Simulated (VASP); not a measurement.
# Ir (Fm-3m) in VASP: single point with PBEsol

Aim: the single point of Ir with PBEsol.

Everything below comes from runs of VASP 6.6.1. Logs are shortened: lines on timing, memory, paths and dates and some standing lists are left out, and cuts for length are marked.

### 1 The cell of the first run

It takes space group Fm-3m (No. 225, cubic). Conventional cell: a = 3.831 Å, b = 3.831 Å, c = 3.831 Å, α = 90.00°, β = 90.00°, γ = 90.00°. Within 3.6 Å of Ir (site symmetry m-3m) lie 12 Ir at 2.71 Å.

### 2 Single point, PBEsol

Input file INCAR:

```
SYSTEM = Ir
PREC = Accurate ; ENCUT = 560
EDIFF = 1E-6 ; ISMEAR = 0
SIGMA = 0.05 ; LREAL = .False.
LASPH = .True. ; NELM = 120
ALGO = Normal ; ISIF = 2
LWAVE = .False. ; LCHARG = .False.
GGA = PS ; NBANDS = 14
GGA_COMPAT = .False.
```

Input file KPOINTS:

```
Automatic mesh
0
Gamma
  19 19 19
  0 0 0
```

Input file POSCAR:

```
Ir
1.0
    2.7086371203      0.0000000000      0.0000000000
    1.3543185601      2.3457485558      0.0000000000
    1.3543185601      0.7819161853      2.2115929477
Ir
1
Direct
    0.0000000000      0.0000000000      0.0000000000
```

Potentials or basis: VASP PAW PBE potentials, release 64 (Ir_sv_GW).

Started as:

```
> cat potpaw_PBE.64/Ir_sv_GW/POTCAR > POTCAR
> mpirun -np 1 vasp_std > vasp.out
```

OUTCAR:

```text
SYSTEM = Ir
   PREC = Accurate
   ENCUT = 560
   EDIFF = 1E-6
   ISMEAR = 0
   LREAL = .False.
   LASPH = .True.
   NELM = 120
   ISIF = 2
   GGA = PS

 ion  position               nearest neighbor table
   1  0.000  0.000  0.000-

  LATTYP: Found a face centered cubic cell.
 ALAT       =     3.8305913510

  Lattice vectors:

 A1 = (   2.7086371203,   0.0000000000,   0.0000000000)
 A2 = (   1.3543185601,   2.3457485558,   0.0000000000)
 A3 = (   1.3543185601,   0.7819161853,   2.2115929477)

Analysis of symmetry for initial positions (statically):
=====================================================================
 Subroutine PRICEL returns:
 Original cell was already a primitive cell.

 Routine SETGRP: Setting up the symmetry group for a
 face centered cubic supercell.

 Subroutine GETGRP returns: Found 48 space group operations
 (whereof 48 operations were pure point group operations)
 out of a pool of 48 trial point group operations.

The static configuration has the point symmetry O_h .

Analysis of symmetry for dynamics (positions and initial velocities):
=====================================================================
 Subroutine PRICEL returns:
 Original cell was already a primitive cell.

 Routine SETGRP: Setting up the symmetry group for a
 face centered cubic supercell.

 Subroutine GETGRP returns: Found 48 space group operations
 (whereof 48 operations were pure point group operations)
 out of a pool of 48 trial point group operations.

The dynamic configuration has the point symmetry O_h .

 Subroutine INISYM returns: Found 48 space group operations
 (whereof 48 operations are pure point group operations),
 and found     1 'primitive' translations

----------------------------------------------------------------------------------------

                                     Primitive cell

  volume of cell :      14.0520

  direct lattice vectors                    reciprocal lattice vectors
     2.708637120  0.000000000  0.000000000     0.369189358 -0.213151575 -0.150720924
     1.354318560  2.345748556  0.000000000     0.000000000  0.426303151 -0.150720924
     1.354318560  0.781916185  2.211592948     0.000000000  0.000000000  0.452162773

  length of vectors
     2.708637120  2.708637120  2.708637120     0.452162773  0.452162773  0.452162773

  position of ions in fractional coordinates (direct lattice)
     0.000000000  0.000000000  0.000000000

  ion indices of the primitive-cell ions
   primitive index   ion index
                 1           1

----------------------------------------------------------------------------------------

 KPOINTS: Automatic mesh

Automatic generation of k-mesh.
 Grid dimensions read from file:
 generate k-points for:   19   19   19

 Generating k-lattice:

  Cartesian coordinates                     Fractional coordinates (reciprocal lattice)
     0.019431019 -0.011218504 -0.007932680     0.052631579  0.000000000 -0.000000000
     0.000000000  0.022437008 -0.007932680     0.000000000  0.052631579  0.000000000
     0.000000000  0.000000000  0.023798041     0.000000000  0.000000000  0.052631579

  Length of vectors
     0.023798041  0.023798041  0.023798041

  Shift w.r.t. Gamma in fractional coordinates (k-lattice)
     0.000000000  0.000000000  0.000000000

 Subroutine IBZKPT returns following result:
 ===========================================

 Found    220 irreducible k-points:

 Following reciprocal coordinates:
            Coordinates               Weight
  0.000000  0.000000  0.000000      1.000000
  0.052632 -0.000000  0.000000      8.000000
  0.105263 -0.000000  0.000000      8.000000
  0.157895 -0.000000  0.000000      8.000000
  0.210526  0.000000  0.000000      8.000000
  0.263158 -0.000000  0.000000      8.000000
[... 16 lines left out ...]
 -0.315789  0.052632 -0.000000     24.000000
 -0.263158  0.052632 -0.000000     24.000000
 [... further k-points ...]
   k-points           NKPTS =    220   k-points in BZ     NKDIM =    220   number of bands    NBANDS=     14
   number of dos      NEDOS =    301   number of ions     NIONS =      1
   total plane-waves  NPLWV =  13824
   dimension x,y,z NGX =    24 NGY =   24 NGZ =   24
   dimension x,y,z NGXF=    48 NGYF=   48 NGZF=   48
   ions per type =               1
   NGX,Y,Z   is equivalent  to a cutoff of  14.73, 14.73, 14.73 a.u.
   NGXF,Y,Z  is equivalent  to a cutoff of  29.46, 29.46, 29.46 a.u.
 SYSTEM =  Ir
   PREC   = accura    normal or accurate (medium, high low for compatibility)
   ISTART =      0    job   : 0-new  1-cont  2-samecut
   ICHARG =      2    charge: 1-file 2-atom 10-const
   ISPIN  =      1    spin polarized calculation?
   LNONCOLLINEAR =      F non collinear calculations
   LSORBIT =      F    spin-orbit coupling
   LASPH  =      T    aspherical Exc in radial PAW
   ENCUT  =  560.0 eV  41.16 Ry    6.42 a.u.   5.23  5.23  5.23*2*pi/ulx,y,z
   NELM   =    120;   NELMIN=  2; NELMDL= -5     # of ELM steps
   EDIFF  = 0.1E-05   stopping-criterion for ELM
   LREAL  =      F    real-space projection
[... 7 lines left out ...]
   TEBEG  =    0.0;   TEEND  =   0.0 temperature during run
   PSTRESS=    0.0 pullay stress
   NELECT =      17.0000    total number of electrons
   NUPDOWN=      -1.0000    fix difference up-down
   EMIN   =  10.00;   EMAX   =-10.00  energy-range for DOS
   EFERMI =   0.00;   METHOD = LEGACY
   ISMEAR =     0;   SIGMA  =   0.05  broadening in eV -4-tet -1-fermi 0-gaus
   EFERMI_NEDOS =   21; number of points for ismear=-14 and -15
   IALGO  =     38    algorithm
   IMIX   =      4    mixing-type and parameters
     AMIX     =   0.40;   BMIX     =  1.00
     AMIX_MAG =   1.60;   BMIX_MAG =  1.00
  volume/ion in A,a.u.               =      14.05        94.83
  Fermi-wavevector in a.u.,A,eV,Ry     =   1.744397  3.296432 41.401448  3.042921
  Thomas-Fermi vector in A             =   2.816285
   LORBIT       =      0    0 simple, 1 ext, 2 COOP (PROOUT), +10 PAW based schemes
   GGA     = PS    functional components
   LHFCALC =     F    Hartree Fock is set to
   AEXX    =    0.0000 exact exchange contribution
   IVDW    =     0    specifies the selected vdW correction
   LEPSILON=     F    determine dielectric tensor
   LRPA    =     F    only Hartree local field effects (RPA)
 non-spin polarized calculation
 Gauss-broadening in eV      SIGMA  =   0.05
  energy-cutoff  :      560.00
  volume of cell :       14.05
 maximum number of plane-waves:       440
 NGX is ok and might be reduce to    24
   NGX = 11   NGY = 11   NGZ = 11

 number of electron      17.0000000 magnetization

 Free energy of the ion-electron system (eV)
  ---------------------------------------------------
  ext. energy  EPLUGINS =         0.00000000
  ---------------------------------------------------
  free energy    TOTEN  =       -10.39195084 eV

  energy without entropy =      -10.39029713  energy(sigma->0) =      -10.39112399

 E-fermi :  12.8494     XC(G=0): -14.7489

 val. band max:       12.8484980529   @ k =  -0.1579   0.1579   0.0526
 cond. band min:      12.8524889576   @ k =   0.4737   0.3684   0.0000
 fundamental gap:      0.0039909047
 Fermi energy:        12.8493710711

 k-point     1 :       0.0000    0.0000    0.0000
  band No.  band energies     occupation
      1     -80.1727      2.00000
      2     -36.5489      2.00000
      3     -36.5489      2.00000
      4     -36.5489      2.00000
      5       1.6216      2.00000
      6       8.9337      2.00000
      7       8.9337      2.00000
      8       8.9337      2.00000
      9      11.6752      2.00000
     10      11.6752      2.00000
     11      26.4343      0.00000
     12      31.9763      0.00000
     13      31.9763      0.00000
     14      31.9763      0.00000

 k-point     2 :       0.0526   -0.0000    0.0000
  band No.  band energies     occupation
      1     -80.1709      2.00000
      2     -36.5716      2.00000
      3     -36.5520      2.00000
      4     -36.5520      2.00000
      5       1.7469      2.00000
      6       8.8650      2.00000
      7       8.9880      2.00000
      8       8.9880      2.00000
      9      11.6385      2.00000
     10      11.6385      2.00000
     11      26.6543      0.00000
     12      31.3874      0.00000
     13      32.1872      0.00000
     14      32.1872      0.00000

 k-point     3 :       0.1053   -0.0000    0.0000
  band No.  band energies     occupation
      1     -80.1662      2.00000
      2     -36.6380      2.00000
      3     -36.5613      2.00000
      4     -36.5613      2.00000
      5       2.1111      2.00000
      6       8.6859      2.00000
      7       9.1328      2.00000
      8       9.1328      2.00000
      9      11.5545      2.00000
     10      11.5545      2.00000
     11      27.2656      0.00000
     12      30.1505      0.00000
     13      32.8048      0.00000
     14      32.8048      0.00000
[... 324 lines left out ...]
 k-point    23 :      -0.3158    0.0526   -0.0000
  band No.  band energies     occupation
      1     -80.1214      2.00000
      2     -37.1577      2.00000
      3     -36.6594      2.00000
      4     -36.6280      2.00000
      5       4.6410      2.00000
      6       9.0542      2.00000
      7       9.1856      2.00000
      8       9.2228      2.00000
      9      12.2925      2.00000
     10      13.1663      0.00000
     11      24.1113      0.00000
     12      28.0043      0.00000
     13      33.6475      0.00000
     14      35.7129      0.00000

 k-point    24 :      -0.2632    0.0526   -0.0000
  band No.  band energies     occupation
      1     -80.1319      2.00000
      2     -37.0381      2.00000
      3     -36.6427      2.00000
      4     -36.6093      2.00000
      5       4.2866      2.00000
      6       8.4659      2.00000
      7       9.2978      2.00000
      8       9.3925      2.00000
      9      11.7186      2.00000
     10      12.5910      2.00000
     11      25.6325      0.00000
     12      28.9995      0.00000
     13      34.7202      0.00000
     14      35.7413      0.00000

 [... further k-points ...]
[... 5 lines left out ...]
  --------------------------------------------------------------------------------------
  -------------------------------------------------------------------------------------
  Total       -0.1634061     -0.1634061     -0.1634061      0.0000000     -0.0000000      0.0000000
  in kB      -18.6312184    -18.6312184    -18.6312184      0.0000000     -0.0000000      0.0000000
  external PRESSURE =     -18.6312184 kB  Pullay stress =       0.0000000 kB

 VOLUME and BASIS-vectors are now :
 -----------------------------------------------------------------------------
  energy-cutoff  :      560.00
  volume of cell :       14.05
      direct lattice vectors                 reciprocal lattice vectors
     2.708637120  0.000000000  0.000000000     0.369189358 -0.213151575 -0.150720924
     1.354318560  2.345748556  0.000000000     0.000000000  0.426303151 -0.150720924
     1.354318560  0.781916185  2.211592948     0.000000000  0.000000000  0.452162773

 POSITION                                       TOTAL-FORCE (eV/Angst)
 -----------------------------------------------------------------------------------
      0.00000      0.00000      0.00000         0.000000      0.000000      0.000000
 -----------------------------------------------------------------------------------
    total drift:                                0.000000     -0.000000      0.000000

  FREE ENERGIE OF THE ION-ELECTRON SYSTEM (eV)
  ---------------------------------------------------
  free  energy   TOTEN  =       -10.3919508441 eV

  energy  without entropy=      -10.3902971260  energy(sigma->0) =      -10.39112399
```

Run time: 28 s. Hardware: 1 thread of Intel Xeon Platinum 8259CL at 2.50GHz (Skylake/Cascade Lake), shared host; peak memory 0.18 GiB.

Results:

```
Free energy            : -10.3920 eV
Pressure               : -1.9 GPa
Band gap on the k mesh : zero (an odd number of electrons rules out a gap without spin polarisation)
```

Caveat: the PAW data sets were made with another functional, which shifts forces and pressure a little; spin-orbit coupling is left out, which moves the levels of the heavy elements.
